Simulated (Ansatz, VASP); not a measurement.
## One calculation of P, two programs

File INCAR:

```
SYSTEM = P
PREC = Accurate ; ENCUT = 520
EDIFF = 1E-6 ; ISMEAR = 0
SIGMA = 0.05 ; LREAL = .FALSE.
LASPH = .TRUE. ; NELM = 60
ALGO = Normal ; ISIF = 2
LWAVE = .FALSE. ; LCHARG = .FALSE.
GGA = PS ; NBANDS = 30
```

KPOINTS

```
regular mesh
0
G
  8 1 3
  0 0 0
```

Contents of POSCAR:

```
P
1.0
   -3.2837277200      0.0000000000      0.0000000000
    0.0000000000    -34.8570309900      4.6320847100
    0.0000000000      0.0658650329      9.7598122324
P
8
Direct
    0.0000000000      0.0306904962      0.5037774863
    0.0000000000      0.0297944916      0.0295947632
    0.0000000000      0.9719975177      0.9187706828
    0.0000000000      0.9711015130      0.4445879598
    0.5000000000      0.9717146503      0.7690718800
    0.5000000000      0.9708186457      0.2948891570
    0.5000000000      0.0309733636      0.6534762891
    0.5000000000      0.0300773589      0.1792935661
```

Input for Ansatz:

```yaml
crystal:
  lattice:
    - [-3.28372772, 0.0, 0.0]
    - [0.0, -34.85703099, 4.63208471]
    - [0.0, 0.0658650329, 9.7598122324]
  atoms:
    - { symbol: P, position: [0.0, 0.0306904962, 0.5037774863] }
    - { symbol: P, position: [0.0, 0.0297944916, 0.0295947632] }
    - { symbol: P, position: [0.0, 0.9719975177, 0.9187706828] }
    - { symbol: P, position: [0.0, 0.971101513, 0.4445879598] }
    - { symbol: P, position: [0.5, 0.9717146503, 0.76907188] }
    - { symbol: P, position: [0.5, 0.9708186457, 0.294889157] }
    - { symbol: P, position: [0.5, 0.0309733636, 0.6534762891] }
    - { symbol: P, position: [0.5, 0.0300773589, 0.1792935661] }
basis:
  ecutwfc: 420
kpoints:
  mp_grid: { grid: [8, 1, 3] }
hamiltonian:
  xc: pbesol
scf:
  occupations: { method: gaussian, width: 0.05 }
output:
  forces: true
  stress: true
  eigenvalues: true
```

Alike in both runs: task single point; functional PBEsol; k mesh 8 × 1 × 3; occupations gaussian, width 0.05 eV; no spin polarisation.

```csv
,VASP,Ansatz
version,VASP 6.6.1,Ansatz 0.2.0
potentials or method,"VASP PAW PBE potentials, release 64 (P), cutoff 520 eV","scalar-relativistic, plane waves, PAW"
valence electrons in the cell,40,40
```

|  | VASP | Ansatz | Ansatz less VASP |
| --- | --- | --- | --- |
| gap on the k mesh at the Fermi level (eV) | 0.44 | 0.42 | -0.022 |
| least direct gap on the mesh (eV) | 0.86 | 0.84 | -0.014 |
| rms of the force components (eV/Å) | 0.291 | 0.293 | +0.0024 |

VASP's potentials were made for PBE, not for PBEsol. Atom by atom the forces differ by 0.011 eV/Å (rms over components).
